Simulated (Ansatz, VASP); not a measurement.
InPd in VASP and in Ansatz

```
CELL_PARAMETERS angstrom
3.26666 0.00000 0.00000
0.00000 3.26666 0.00000
0.00000 0.00000 3.26666
ATOMIC_POSITIONS crystal
In 0.50000 0.50000 0.50000
Pd 0.00000 0.00000 0.00000
```

Alike in both runs: functional r2SCAN; k mesh 14 × 14 × 14; occupations gaussian, width 0.1 eV; no spin polarisation.

Ansatz relaxed the structure, and its values are those at the end. VASP's run is a single point on that final structure, the one shown.

```csv
,VASP,Ansatz
version,VASP 6.6.1,Ansatz 0.2.0
potentials or method,"VASP PAW PBE potentials, release 64 (In_d, Pd), cutoff 520 eV","scalar-relativistic, plane waves, PAW"
valence electrons in the cell,23,31
```

|  | VASP | Ansatz | Ansatz less VASP |
| --- | --- | --- | --- |
| gap on the k mesh at the Fermi level (eV) | none | none | - |
| pressure (GPa) | 0.6 | 0.0 | -0.57 |

VASP's potentials were made for PBE, not for r2SCAN. A gap of «none» marks a metal or a gap that the smearing closes. VASP's potentials hold 23 valence electrons a cell and Ansatz's 31, so a difference there can come from the potentials and not from the codes.
